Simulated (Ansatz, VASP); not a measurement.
**One calculation of GaN, two programs**

```
CELL_PARAMETERS angstrom
0.00000 1.99250 2.05227
1.99250 0.00000 2.05227
1.99250 1.99250 0.00000
ATOMIC_POSITIONS crystal
Ga 0.50000 0.50000 0.50000
N 0.00000 0.00000 0.00000
```

Change from the starting cell: z stretched by +3 %, ions relaxed.

Alike in both runs: task relaxation of the atoms; functional PBE; k mesh 13 × 13 × 13; occupations fermi-dirac, width 0.02 eV; no spin polarisation.

|  | VASP | Ansatz |
| --- | --- | --- |
| version | VASP 6.6.1 | Ansatz 0.2.0 |
| potentials or method | VASP PAW PBE potentials, release 64 (Ga_d, N) | plane-wave PAW, scalar-relativistic |
| plane-wave cutoff (eV) | 520 | 420 |
| valence electrons in the cell | 18 | 18 |

Ansatz gave:

| Item | Value |
| --- | --- |
| gap on the k mesh at the Fermi level, each at its own relaxed structure (eV) | 1.53 |

Task: Estimate VASP's values.

Result: gap on the k mesh at the Fermi level, each at its own relaxed structure (eV): 1.51.

Ansatz's warnings: stress scf threshold loose.

Noted on VASP's run: the relaxation stopped at its first step, so nothing moved.
